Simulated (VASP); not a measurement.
# BaF3 (I4/mmm) in VASP: single point with PBEsol

Aim: the single point of BaF3 with PBEsol.

Everything below comes from runs of VASP 6.6.1. Logs are shortened: lines on timing, memory, paths and dates and some standing lists are left out, and cuts for length are marked.

## 1. The cell of the first run

Symmetry: I4/mmm, No. 139, tetragonal system. Conventional cell: a = 4.245 Å, b = 4.245 Å, c = 6.838 Å, α = 90.00°, β = 90.00°, γ = 90.00°. Within 3.6 Å of Ba (site symmetry 4/mmm) lie 14 F at 2.73 to 3.42 Å. F (site symmetry -4m2) has 4 Ba at 2.73 Å and 10 F at 2.73 to 3.42 Å within 3.6 Å. F (site symmetry 4/mmm) has 8 F at 2.73 Å and 6 Ba at 3.00 to 3.42 Å within 3.6 Å.

## 2. Single point, PBEsol

INCAR

```
PREC     = Accurate       # precision mode
ENCUT    = 520            # plane-wave cutoff, eV
EDIFF    = 1E-6           # SCF threshold, eV
ISMEAR   = -1             # smearing method
SIGMA    = 0.1            # smearing width, eV
LREAL    = False          # projectors in reciprocal space
LASPH    = True           # aspherical terms in the spheres
NELM     = 100            # most SCF steps
ALGO     = Normal         # electronic algorithm
ISIF     = 2              # what is computed and relaxed
LWAVE    = False          # write WAVECAR
LCHARG   = False          # write CHGCAR
GGA      = PS             # functional
NBANDS   = 24             # bands
```

KPOINTS

```
Automatic mesh
0
Gamma
  9 9 9
```

POSCAR

```
BaF3
1.0
   -2.1223900000      2.1223900000      3.4192500000
    2.1223900000     -2.1223900000      3.4192500000
    2.1223900000      2.1223900000     -3.4192500000
Ba F
1 3
Direct
    0.0000000000      0.0000000000      0.0000000000
    0.7500000000      0.2500000000      0.5000000000
    0.2500000000      0.7500000000      0.5000000000
    0.5000000000      0.5000000000      0.0000000000
```

Potentials or basis: VASP PAW PBE potentials, release 64 (Ba_sv, F).

Started as:

```
cat potpaw_PBE.64/Ba_sv/POTCAR potpaw_PBE.64/F/POTCAR > POTCAR
mpirun -np 1 vasp_std > vasp.out
```

OUTCAR:

```text
PREC = Accurate
   ENCUT = 520
   EDIFF = 1E-6
   ISMEAR = -1
   LREAL = False
   LASPH = True
   NELM = 100
   ISIF = 2
   GGA = PS

 ion  position               nearest neighbor table
   1  0.000  0.000  0.000-   2 2.73   3 2.73   2 2.73   3 2.73   2 2.73   3 2.73   2 2.73   3 2.73
                             4 3.00   4 3.00   4 3.00   4 3.00
   2  0.750  0.250  0.500-   1 2.73   1 2.73   1 2.73   1 2.73
   3  0.250  0.750  0.500-   1 2.73   1 2.73   1 2.73   1 2.73
   4  0.500  0.500  0.000-   1 3.00   1 3.00   1 3.00   1 3.00

  LATTYP: Found a body centered tetragonal cell.
 ALAT       =     4.2447800000
 C/A-ratio  =     1.6110375567

  Lattice vectors:

 A1 = (  -2.1223900000,   2.1223900000,   3.4192500000)
 A2 = (   2.1223900000,  -2.1223900000,   3.4192500000)
 A3 = (   2.1223900000,   2.1223900000,  -3.4192500000)

Analysis of symmetry for initial positions (statically):
=====================================================================
 Subroutine PRICEL returns:
 Original cell was already a primitive cell.

 Routine SETGRP: Setting up the symmetry group for a
 body centered tetragonal supercell.

 Subroutine GETGRP returns: Found 16 space group operations
 (whereof 16 operations were pure point group operations)
 out of a pool of 16 trial point group operations.

The static configuration has the point symmetry D_4h.

Analysis of symmetry for dynamics (positions and initial velocities):
=====================================================================
 Subroutine PRICEL returns:
 Original cell was already a primitive cell.

 Routine SETGRP: Setting up the symmetry group for a
 body centered tetragonal supercell.

 Subroutine GETGRP returns: Found 16 space group operations
 (whereof 16 operations were pure point group operations)
 out of a pool of 16 trial point group operations.

The dynamic configuration has the point symmetry D_4h.

 Subroutine INISYM returns: Found 16 space group operations
 (whereof 16 operations are pure point group operations),
 and found     1 'primitive' translations

----------------------------------------------------------------------------------------

                                     Primitive cell

  volume of cell :      61.6086

  direct lattice vectors                    reciprocal lattice vectors
    -2.122390000  2.122390000  3.419250000     0.000000000  0.235583470  0.146230899
     2.122390000 -2.122390000  3.419250000     0.235583470  0.000000000  0.146230899
     2.122390000  2.122390000 -3.419250000     0.235583470  0.235583470  0.000000000

  length of vectors
     4.549763641  4.549763641  4.549763641     0.277277923  0.277277923  0.333165338

  position of ions in fractional coordinates (direct lattice)
     0.000000000  0.000000000  0.000000000
     0.750000000  0.250000000  0.500000000
     0.250000000  0.750000000  0.500000000
     0.500000000  0.500000000  0.000000000

  ion indices of the primitive-cell ions
   primitive index   ion index
                 1           1
                 2           2
                 3           3
                 4           4

----------------------------------------------------------------------------------------

 KPOINTS: Automatic mesh

Automatic generation of k-mesh.
 Grid dimensions read from file:
 generate k-points for:    9    9    9

 Generating k-lattice:

  Cartesian coordinates                     Fractional coordinates (reciprocal lattice)
     0.000000000  0.026175941  0.016247878     0.111111111  0.000000000 -0.000000000
     0.026175941  0.000000000  0.016247878     0.000000000  0.111111111 -0.000000000
     0.026175941  0.026175941  0.000000000     0.000000000  0.000000000  0.111111111

  Length of vectors
     0.030808658  0.030808658  0.037018371

  Shift w.r.t. Gamma in fractional coordinates (k-lattice)
     0.000000000  0.000000000  0.000000000

 Subroutine IBZKPT returns following result:
 ===========================================

 Found     75 irreducible k-points:

 Following reciprocal coordinates:
            Coordinates               Weight
  0.000000  0.000000  0.000000      1.000000
  0.111111 -0.000000  0.000000      8.000000
  0.222222 -0.000000  0.000000      8.000000
  0.333333 -0.000000  0.000000      8.000000
  0.444444 -0.000000  0.000000      8.000000
  0.111111  0.111111  0.000000      8.000000
[... 16 lines left out ...]
 -0.333333  0.333333  0.000000      4.000000
  0.444444  0.444444  0.000000      8.000000
 [... further k-points ...]
   k-points           NKPTS =     75   k-points in BZ     NKDIM =     75   number of bands    NBANDS=     24
   number of dos      NEDOS =    301   number of ions     NIONS =      4
   total plane-waves  NPLWV =  46656
   dimension x,y,z NGX =    36 NGY =   36 NGZ =   36
   dimension x,y,z NGXF=    72 NGYF=   72 NGZF=   72
   ions per type =               1   3
   NGX,Y,Z   is equivalent  to a cutoff of  13.15, 13.15, 13.15 a.u.
   NGXF,Y,Z  is equivalent  to a cutoff of  26.31, 26.31, 26.31 a.u.
 SYSTEM =  unknown system
   PREC   = accura    normal or accurate (medium, high low for compatibility)
   ISTART =      0    job   : 0-new  1-cont  2-samecut
   ICHARG =      2    charge: 1-file 2-atom 10-const
   ISPIN  =      1    spin polarized calculation?
   LNONCOLLINEAR =      F non collinear calculations
   LSORBIT =      F    spin-orbit coupling
   LASPH  =      T    aspherical Exc in radial PAW
   ENCUT  =  520.0 eV  38.22 Ry    6.18 a.u.   8.46  8.46  8.46*2*pi/ulx,y,z
   NELM   =    100;   NELMIN=  2; NELMDL= -5     # of ELM steps
   EDIFF  = 0.1E-05   stopping-criterion for ELM
   LREAL  =      F    real-space projection
   EDIFFG = 0.1E-04   stopping-criterion for IOM
   NSW    =      0    number of steps for IOM
   IBRION =     -1    ionic relax: 0-MD 1-quasi-New 2-CG
   NFREE  =      0    steps in history (QN), initial steepest desc. (CG)
   ISIF   =      2    stress and relaxation
   ISYM   =      2    0-nonsym 1-usesym 2-fastsym
   POTIM  = 0.5000    time-step for ionic-motion
   TEBEG  =    0.0;   TEEND  =   0.0 temperature during run
   PSTRESS=    0.0 pullay stress
   NELECT =      31.0000    total number of electrons
   NUPDOWN=      -1.0000    fix difference up-down
   EMIN   =  10.00;   EMAX   =-10.00  energy-range for DOS
   EFERMI =   0.00;   METHOD = LEGACY
   ISMEAR =    -1;   SIGMA  =   0.10  broadening in eV -4-tet -1-fermi 0-gaus
   EFERMI_NEDOS =   21; number of points for ismear=-14 and -15
   IALGO  =     38    algorithm
   IMIX   =      4    mixing-type and parameters
     AMIX     =   0.40;   BMIX     =  1.00
     AMIX_MAG =   1.60;   BMIX_MAG =  1.00
  volume/ion in A,a.u.               =      15.40       103.94
  Fermi-wavevector in a.u.,A,eV,Ry     =   1.302112  2.460635 23.068617  1.695495
  Thomas-Fermi vector in A             =   2.433201
   LORBIT       =      0    0 simple, 1 ext, 2 COOP (PROOUT), +10 PAW based schemes
   GGA     = PS    functional components
   LHFCALC =     F    Hartree Fock is set to
   AEXX    =    0.0000 exact exchange contribution
   IVDW    =     0    specifies the selected vdW correction
   LEPSILON=     F    determine dielectric tensor
   LRPA    =     F    only Hartree local field effects (RPA)
 non-spin polarized calculation
  energy-cutoff  :      520.00
  volume of cell :       61.61
 maximum number of plane-waves:      1674
 NGX is ok and might be reduce to    36
   NGX = 17   NGY = 17   NGZ = 17

 number of electron      31.0000024 magnetization

 Free energy of the ion-electron system (eV)
  ---------------------------------------------------
  ext. energy  EPLUGINS =         0.00000000
  ---------------------------------------------------
  free energy    TOTEN  =       -19.18670194 eV

  energy without entropy =      -18.96606427  energy(sigma->0) =      -19.07638311

 E-fermi :  -1.8335     XC(G=0): -10.0250

 val. band max:       -1.8350580602   @ k =   0.3333   0.2222   0.0000
 cond. band min:      -1.8328559609   @ k =  -0.4444   0.4444   0.0000
 fundamental gap:      0.0022020993
 Fermi energy:        -1.8335317448

 k-point     1 :       0.0000    0.0000    0.0000
  band No.  band energies     occupation
      1     -24.8719      2.00000
      2     -21.3876      2.00000
      3     -21.1244      2.00000
      4     -20.8373      2.00000
      5      -9.7622      2.00000
      6      -9.6778      2.00000
[... 16 lines left out ...]
     23      14.9616      0.00000
     24      16.9136      0.00000

 k-point     2 :       0.1111   -0.0000    0.0000
  band No.  band energies     occupation
      1     -24.8463      2.00000
      2     -21.4010      2.00000
      3     -21.1354      2.00000
      4     -20.8568      2.00000
      5      -9.7704      2.00000
      6      -9.7072      2.00000
[... 16 lines left out ...]
     23      14.9204      0.00000
     24      16.6689      0.00000

 k-point     3 :       0.2222   -0.0000    0.0000
  band No.  band energies     occupation
      1     -24.7796      2.00000
      2     -21.4339      2.00000
      3     -21.1651      2.00000
      4     -20.9076      2.00000
      5      -9.8060      2.00000
      6      -9.7542      2.00000
[... 16 lines left out ...]
     23      14.5593      0.00000
     24      16.3294      0.00000
[... 514 lines left out ...]
 k-point    23 :      -0.3333    0.3333    0.0000
  band No.  band energies     occupation
      1     -24.6350      2.00000
      2     -21.4451      2.00000
      3     -21.2370      2.00000
      4     -21.0375      2.00000
      5     -10.1210      2.00000
      6      -9.9756      2.00000
[... 16 lines left out ...]
     23      14.7491      0.00000
     24      15.2965      0.00000

 k-point    24 :       0.4444    0.4444    0.0000
  band No.  band energies     occupation
      1     -24.5563      2.00000
      2     -21.3681      2.00000
      3     -21.2852      2.00000
      4     -21.1860      2.00000
      5     -10.2174      2.00000
      6     -10.0280      2.00000
[... 16 lines left out ...]
     23      13.1341      0.00000
     24      14.4508      0.00000

 [... further k-points ...]

------------------------ aborting loop because EDIFF is reached ----------------------------------------

  FORCE on cell =-STRESS in cart. coord.  units (eV):
  Direction    XX          YY          ZZ          XY          YZ          ZX
  --------------------------------------------------------------------------------------
  -------------------------------------------------------------------------------------
  Total       -0.5360558     -0.5360558     -0.7752330      0.0000000      0.0000000      0.0000000
  in kB      -13.9405312    -13.9405312    -20.1605130      0.0000000      0.0000000      0.0000000
  external PRESSURE =     -16.0138585 kB  Pullay stress =       0.0000000 kB

 VOLUME and BASIS-vectors are now :
 -----------------------------------------------------------------------------
  energy-cutoff  :      520.00
  volume of cell :       61.61
      direct lattice vectors                 reciprocal lattice vectors
    -2.122390000  2.122390000  3.419250000     0.000000000  0.235583470  0.146230899
     2.122390000 -2.122390000  3.419250000     0.235583470  0.000000000  0.146230899
     2.122390000  2.122390000 -3.419250000     0.235583470  0.235583470  0.000000000

 POSITION                                       TOTAL-FORCE (eV/Angst)
 -----------------------------------------------------------------------------------
      0.00000      0.00000      0.00000         0.000000      0.000000      0.000000
      0.00000      2.12239      1.70962        -0.000000     -0.000000      0.000000
      2.12239      0.00000      1.70962        -0.000000      0.000000     -0.000000
      0.00000      0.00000      3.41925         0.000000      0.000000      0.000000
 -----------------------------------------------------------------------------------
    total drift:                                0.000000      0.000000      0.000000

  FREE ENERGIE OF THE ION-ELECTRON SYSTEM (eV)
  ---------------------------------------------------
  free  energy   TOTEN  =       -19.1867019357 eV

  energy  without entropy=      -18.9660642745  energy(sigma->0) =      -19.07638311
```

Wall time 94 s (1 thread of Intel Xeon 8259CL, shared host); peak memory 0.23 GiB.

What came out:

```yaml
Free_energy: -19.1867 eV
Pressure: -1.6 GPa
Band_gap_on_the_k_mesh: zero (an odd number of electrons rules out a gap without spin polarisation)
```

Levels at points of the mesh, in eV from the Fermi level:
```csv
k point,band 12,band 13,band 14,band 15,band 16,band 17,band 18,band 19,band 20,band 21
"(0.00, 0.00, 0.00)",-1.27,-1.27,0.04,0.07,0.07,8.51,8.70,9.62,10.15,11.32
```

Caveat: the PAW data sets were made with another functional, which shifts forces and pressure a little; spin-orbit coupling is left out, which moves the levels of the heavy elements; an odd number of electrons without spin polarisation forces a metal; a magnetic or distorted state may lie lower.
